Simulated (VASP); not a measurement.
# C (Fd-3m) in VASP: a series of runs, part 2 of 2

VASP 6.6.1. The steps go on from the part before.

## (3) Single point, PBEsol

This run uses another cell than the first one, of 5.61 Å³/atom, 0.989 times its volume.

Contents of INCAR:

```
ALGO = Normal
EDIFF = 1E-6
ENCUT = 600
GGA = PS
GGA_COMPAT = False
ISIF = 2
ISMEAR = 0
LASPH = True
LCHARG = False
LREAL = False
LWAVE = False
NBANDS = 11
NELM = 120
PREC = Accurate
SIGMA = 0.02
```

Contents of KPOINTS:

```
k-points
0
Gamma
  10 10 10
```

Contents of POSCAR:

```
C
1.0
    0.0000000000      1.7768658524      1.7768658524
    1.7768658524      0.0000000000      1.7768658524
    1.7768658524      1.7768658524      0.0000000000
C
2
Direct
    0.0000000000      0.0000000000      0.0000000000
    0.2500000000      0.2500000000      0.2500000000
```

Potentials or basis: VASP PAW PBE potentials, release 64 (C).

Run with:

```
> cat potpaw_PBE.64/C/POTCAR > POTCAR
> mpirun -np 1 vasp_std > vasp.out
```

OUTCAR:

```text
EDIFF = 1E-6
   ENCUT = 600
   GGA = PS
   ISIF = 2
   ISMEAR = 0
   LASPH = True
   LREAL = False
   NELM = 120
   PREC = Accurate

 ion  position               nearest neighbor table
   1  0.000  0.000  0.000-   2 1.54   2 1.54   2 1.54   2 1.54
   2  0.250  0.250  0.250-   1 1.54   1 1.54   1 1.54   1 1.54

  LATTYP: Found a face centered cubic cell.
 ALAT       =     3.5537317048

  Lattice vectors:

 A1 = (   0.0000000000,   1.7768658524,   1.7768658524)
 A2 = (   1.7768658524,   0.0000000000,   1.7768658524)
 A3 = (   1.7768658524,   1.7768658524,   0.0000000000)

Analysis of symmetry for initial positions (statically):
=====================================================================
 Subroutine PRICEL returns:
 Original cell was already a primitive cell.

 Routine SETGRP: Setting up the symmetry group for a
 face centered cubic supercell.

 Subroutine GETGRP returns: Found 48 space group operations
 (whereof 24 operations were pure point group operations)
 out of a pool of 48 trial point group operations.

The static configuration has the point symmetry T_d .
 The point group associated with its full space group is O_h .
[... 172 lines left out ...]
      2       9.8673      2.00000
      3       9.8673      2.00000
      4       9.8673      2.00000
      5      15.4368      0.00000
      6      15.4368      0.00000
      7      15.4368      0.00000
      8      23.4860      0.00000
      9      28.9674      0.00000
     10      36.4578      0.00000
     11      36.4578      0.00000
[... 309 lines left out ...]
 k-point    24 :       0.4000    0.3000    0.0000
  band No.  band energies     occupation
      1      -7.1614      2.00000
      2       1.7787      2.00000
      3       3.7773      2.00000
      4       4.4172      2.00000
      5      14.5710      0.00000
      6      17.7562      0.00000
      7      24.0429      0.00000
      8      24.1134      0.00000
      9      31.7202      0.00000
     10      32.7073      0.00000
     11      40.6572      0.00000

 [... further k-points ...]

------------------------ aborting loop because EDIFF is reached ----------------------------------------

  FORCE on cell =-STRESS in cart. coord.  units (eV):
  Direction    XX          YY          ZZ          XY          YZ          ZX
  --------------------------------------------------------------------------------------
  -------------------------------------------------------------------------------------
  Total        0.0328883      0.0328883      0.0328883      0.0000000      0.0000000      0.0000000
  in kB        4.6963229      4.6963229      4.6963229      0.0000000      0.0000000      0.0000000
  external PRESSURE =       4.6963229 kB  Pullay stress =       0.0000000 kB

 VOLUME and BASIS-vectors are now :
 -----------------------------------------------------------------------------
  energy-cutoff  :      600.00
  volume of cell :       11.22
      direct lattice vectors                 reciprocal lattice vectors
     0.000000000  1.776865852  1.776865852    -0.281394343  0.281394343  0.281394343
     1.776865852  0.000000000  1.776865852     0.281394343 -0.281394343  0.281394343
     1.776865852  1.776865852  0.000000000     0.281394343  0.281394343 -0.281394343

 POSITION                                       TOTAL-FORCE (eV/Angst)
 -----------------------------------------------------------------------------------
      0.00000      0.00000      0.00000         0.000000      0.000000      0.000000
      0.88843      0.88843      0.88843        -0.000000     -0.000000     -0.000000
 -----------------------------------------------------------------------------------
    total drift:                                0.000000      0.000000      0.000000

  FREE ENERGIE OF THE ION-ELECTRON SYSTEM (eV)
  ---------------------------------------------------
  free  energy   TOTEN  =       -19.2541502252 eV

  energy  without entropy=      -19.2541502252  energy(sigma->0) =      -19.25415023
```

OSZICAR:

```text
N       E                     dE             d eps       ncg     rms          rms(c)
DAV:   1     0.626873592996E+00    0.62687E+00   -0.54276E+03  1058   0.817E+02
DAV:   2    -0.194848418079E+02   -0.20112E+02   -0.19562E+02  1365   0.126E+02
DAV:   3    -0.199369576011E+02   -0.45212E+00   -0.45067E+00  1205   0.149E+01
DAV:   4    -0.199377438162E+02   -0.78622E-03   -0.78619E-03  1120   0.777E-01
DAV:   5    -0.199377446683E+02   -0.85210E-06   -0.85208E-06  1214   0.256E-02    0.564E+00
DAV:   6    -0.194302909597E+02    0.50745E+00   -0.26046E-01  1058   0.354E+00    0.332E+00
DAV:   7    -0.192535508593E+02    0.17674E+00   -0.31256E-01  1135   0.392E+00    0.696E-01
DAV:   8    -0.192541247026E+02   -0.57384E-03   -0.76478E-03  1079   0.691E-01    0.295E-02
DAV:   9    -0.192541421515E+02   -0.17449E-04   -0.15308E-05  1253   0.358E-02    0.213E-02
DAV:  10    -0.192541503737E+02   -0.82222E-05   -0.34989E-06  1105   0.165E-02    0.439E-03
DAV:  11    -0.192541502252E+02    0.14850E-06   -0.89906E-08   624   0.263E-03
   1 F= -.19254150E+02 E0= -.19254150E+02  d E =-.499109E-14
```

stdout:

```text
POSCAR found type information on POSCAR C
 POSCAR found :  1 types and       2 ions
 scaLAPACK will be used
 -----------------------------------------------------------------------------
|                                                                             |
|                                                                             |
|     You enforced a specific xc type in the INCAR file but a different       |
|     I HOPE YOU KNOW WHAT YOU ARE DOING!                                     |
|                                                                             |
 -----------------------------------------------------------------------------

 LDA part: xc-table for (Slater+PW92), standard interpolation
 POSCAR, INCAR and KPOINTS ok, starting setup
 FFT: planning ... GRIDC
 FFT: planning ... GRID_SOFT
 FFT: planning ... GRID
 WAVECAR not read
 entering main loop
```

It used 6.4 s of CPU time on 1 thread of AMD EPYC 7R13 Processor (Zen 3), with other jobs on the host.

Results:

* Free energy: -19.2542 eV
* Pressure: 0.5 GPa
* Band gap on the k mesh: 4.06 eV, indirect (least direct gap 5.57 eV)

Caveat: the PAW data sets were made with another functional, which shifts forces and pressure a little. A k mesh can miss the band edges.

## (4) Single point, PBEsol

This run uses another cell than the first one, of 5.61 Å³/atom, 0.989 times its volume.

Contents of INCAR:

```
  ALGO = Normal
  EDIFF = 1E-6
  ENCUT = 600
  GGA = PS
  GGA_COMPAT = F
  ISIF = 2
  ISMEAR = 0
  LASPH = T
  LCHARG = T
  LELF = T
  LREAL = F
  LVHAR = T
  LWAVE = F
  NBANDS = 11
  NELM = 120
  PREC = Accurate
  SIGMA = 0.01
```

KPOINTS is that of step 3.

POSCAR is that of step 3.

Run with:

```
> cat potpaw_PBE.64/C/POTCAR > POTCAR
> mpirun -np 1 vasp_std > vasp.out
```

It used 6.5 s of CPU time on 1 thread of AMD EPYC 7R13 Processor (Zen 3), on a shared host.

It converged, with:

- Free energy: -19.2542 eV
- Pressure: 0.5 GPa
- Band gap on the k mesh: 4.06 eV, indirect (least direct gap 5.57 eV)

Levels at points of the mesh, in eV from the valence-band top:
```csv
k point,band 1,band 2,band 3,band 4,band 5,band 6,band 7,band 8,band 9
"(0.00, 0.00, 0.00)",-21.67,0.00,0.00,0.00,5.57,5.57,5.57,13.62,19.10
"(0.50, 0.00, 0.00)",-15.77,-13.59,-2.84,-2.84,8.43,8.43,8.99,15.59,21.80
"(0.50, 0.50, 0.00)",-12.85,-12.85,-6.40,-6.40,4.62,4.62,16.95,16.95,23.28
```

Caveat: the PAW data sets were made with another functional, which shifts forces and pressure a little.

## (5) Relaxation of cell and atoms, PBEsol

Contents of INCAR:

```
SYSTEM = C
ALGO = Normal ; EDIFF = 1E-7
EDIFFG = -0.002 ; ENCUT = 600
GGA = PS ; GGA_COMPAT = .False.
IBRION = 2 ; ISIF = 3
ISMEAR = 0 ; LASPH = .True.
LCHARG = .False. ; LREAL = .False.
LWAVE = .False. ; NELM = 120
NELMIN = 4 ; NSW = 100
PREC = Accurate ; SIGMA = 0.02
```

Contents of KPOINTS:

```
k-points
0
Gamma
  10 10 10
  0 0 0
```

Contents of POSCAR:

```
C
1.0
    0.0000000000      1.7835000000      1.7835000000
    1.7835000000      0.0000000000      1.7835000000
    1.7835000000      1.7835000000      0.0000000000
C
2
Direct
    0.0000000000      0.0000000000      0.0000000000
    0.2500000000      0.2500000000      0.2500000000
```

Potentials or basis: VASP PAW PBE potentials, release 64 (C).

Run with:

```
> cat potpaw_PBE.64/C/POTCAR > POTCAR
> mpirun -np 1 vasp_std > vasp.out
```

OUTCAR:

```text
SYSTEM = C
   EDIFF = 1E-7
   EDIFFG = -0.002
   ENCUT = 600
   GGA = PS
   IBRION = 2
   ISIF = 3
   ISMEAR = 0
   LASPH = .True.
   LREAL = .False.
   NELM = 120
   NELMIN = 4
   NSW = 100
   PREC = Accurate

 ion  position               nearest neighbor table
   1  0.000  0.000  0.000-   2 1.54   2 1.54   2 1.54   2 1.54
   2  0.250  0.250  0.250-   1 1.54   1 1.54   1 1.54   1 1.54

  LATTYP: Found a face centered cubic cell.
 ALAT       =     3.5670000000

  Lattice vectors:

 A1 = (   0.0000000000,   1.7835000000,   1.7835000000)
 A2 = (   1.7835000000,   0.0000000000,   1.7835000000)
 A3 = (   1.7835000000,   1.7835000000,   0.0000000000)

Analysis of symmetry for initial positions (statically):
=====================================================================
 Subroutine PRICEL returns:
 Original cell was already a primitive cell.
[... 179 lines left out ...]
 fundamental gap:      4.0354507008
 Fermi energy:         9.8653960425

 k-point     1 :       0.0000    0.0000    0.0000
  band No.  band energies     occupation
      1     -11.8134      2.00000
      2       9.7050      2.00000
      3       9.7050      2.00000
      4       9.7050      2.00000
      5      15.2438      0.00000
      6      15.2438      0.00000
      7      15.2438      0.00000
      8      23.0682      0.00000
[... 324 lines left out ...]
--------------------------------------- Ionic step        3  -------------------------------------------

 number of electron       7.9999999 magnetization

 Free energy of the ion-electron system (eV)
  ---------------------------------------------------
  ext. energy  EPLUGINS =         0.00000000
  ---------------------------------------------------
  free energy    TOTEN  =       -19.25477868 eV

  energy without entropy =      -19.25477868  energy(sigma->0) =      -19.25477868

 E-fermi :  10.0414     XC(G=0): -13.4820

 val. band max:        9.8527719409   @ k =   0.0000   0.0000   0.0000
 cond. band min:      13.9103190893   @ k =   0.4000   0.4000   0.0000
 fundamental gap:      4.0575471485
 Fermi energy:        10.0414056056

 k-point     1 :       0.0000    0.0000    0.0000
  band No.  band energies     occupation
      1     -11.8030      2.00000
      2       9.8528      2.00000
      3       9.8528      2.00000
      4       9.8528      2.00000
      5      15.4196      0.00000
      6      15.4196      0.00000
      7      15.4196      0.00000
      8      23.4488      0.00000
[... 282 lines left out ...]
  FREE ENERGIE OF THE ION-ELECTRON SYSTEM (eV)
  ---------------------------------------------------
  free  energy   TOTEN  =       -19.2547786800 eV

  energy  without entropy=      -19.2547786800  energy(sigma->0) =      -19.25477868

 reached required accuracy - stopping structural energy minimisation
```

OSZICAR:

```text
N       E                     dE             d eps       ncg     rms          rms(c)
DAV:   1     0.194754444334E+01    0.19475E+01   -0.54231E+03   768   0.111E+03
DAV:   2    -0.197574847793E+02   -0.21705E+02   -0.21287E+02  1128   0.121E+02
DAV:   3    -0.199142764787E+02   -0.15679E+00   -0.15679E+00   792   0.137E+01
DAV:   4    -0.199145199613E+02   -0.24348E-03   -0.24348E-03  1120   0.599E-01
[... 19 lines left out ...]
DAV:   2    -0.192550069406E+02    0.57962E-03   -0.49887E-04   840   0.216E-01    0.106E-01
DAV:   3    -0.192547811295E+02    0.22581E-03   -0.48733E-04   824   0.175E-01    0.168E-02
DAV:   4    -0.192547798854E+02    0.12440E-05   -0.96404E-07   760   0.138E-02    0.114E-02
DAV:   5    -0.192547787013E+02    0.11842E-05   -0.90240E-08   752   0.479E-03    0.758E-04
DAV:   6    -0.192547786800E+02    0.21325E-07   -0.78968E-10   376   0.298E-04
   3 F= -.19254779E+02 E0= -.19254779E+02  d E =-.163421E-02
```

It used 10 s of CPU time on 1 thread of AMD EPYC 7R13 Processor (Zen 3), on a shared host.

What came out:

| Item | Value |
| --- | --- |
| Free energy | -19.2548 eV |
| Relaxed volume | 5.62 Å³/atom |
| Relaxed cell | a = 2.514 Å, b = 2.514 Å, c = 2.514 Å, α = 60.00°, β = 60.00°, γ = 60.00° |
| Space group after relaxing (to 0.05 Å) | Fd-3m (No. 227) |
| Energy gained by relaxing | 0.8 meV/atom |
| Ionic steps | 3 |
| Pressure after relaxing | 0.0 GPa |
| Band gap on the k mesh | 4.06 eV, indirect (least direct gap 5.57 eV) |

Step by step:
| step | energy change (eV) | largest force (eV/Å) | pressure (GPa) | volume (Å³) |
| --- | --- | --- | --- | --- |
| 1 | 0.0000 | 0.0000 | -4.50 | 11.35 |
| 2 | 0.0010 | 0.0000 | 5.96 | 11.09 |
| 3 | -0.0016 | 0.0000 | -0.01 | 11.23 |

Final structure:
```
C
1.0
     0.00000    1.77745    1.77745
     1.77745    0.00000    1.77745
     1.77745    1.77745    0.00000
C
2
Direct
  0.00000 0.00000 0.00000
  0.25000 0.25000 0.25000
```

Levels at points of the mesh, in eV from the valence-band top:
```
           k point  band 2  band 3  band 4  band 5  band 6  band 7
(0.00, 0.00, 0.00)    0.00    0.00    0.00    5.57    5.57    5.57
(0.50, 0.00, 0.00)  -13.58   -2.84   -2.84    8.43    8.43    8.97
(0.50, 0.50, 0.00)  -12.85   -6.40   -6.40    4.62    4.62   16.93
```

Caveat: the PAW data sets were made with another functional, which shifts forces and pressure a little. A k mesh can miss the band edges.

## (6) Overview

| task | cell | k mesh | smearing | gap on the mesh (eV) | pressure (GPa) |
| --- | --- | --- | --- | --- | --- |
| single point | a = 2.522 Å, angles 60.0°, 2 atoms | 8 × 8 × 8 | gaussian 0.1 eV | 4.00 | -4.5 |
| single point | a = 2.513 Å, angles 60.0°, 2 atoms | 10 × 10 × 10 | gaussian 0.02 eV | 4.06 | 0.5 |
| single point | a = 2.513 Å, angles 60.0°, 2 atoms | 10 × 10 × 10 | gaussian 0.01 eV | 4.06 | 0.5 |
| relaxation of cell and atoms | relaxed from a = 2.522 Å, angles 60.0°, 2 atoms | 10 × 10 × 10 | gaussian 0.02 eV | 4.06 | 0.0 |

Alike in all rows: level PBEsol; potentials or basis VASP PAW PBE potentials, release 64 (C); no spin polarisation; cutoff (eV) 600.

Caveats: the PAW data sets were made with another functional, which shifts forces and pressure a little.

Total energies depend on the potentials used, so only differences within one code and one set of settings carry meaning.
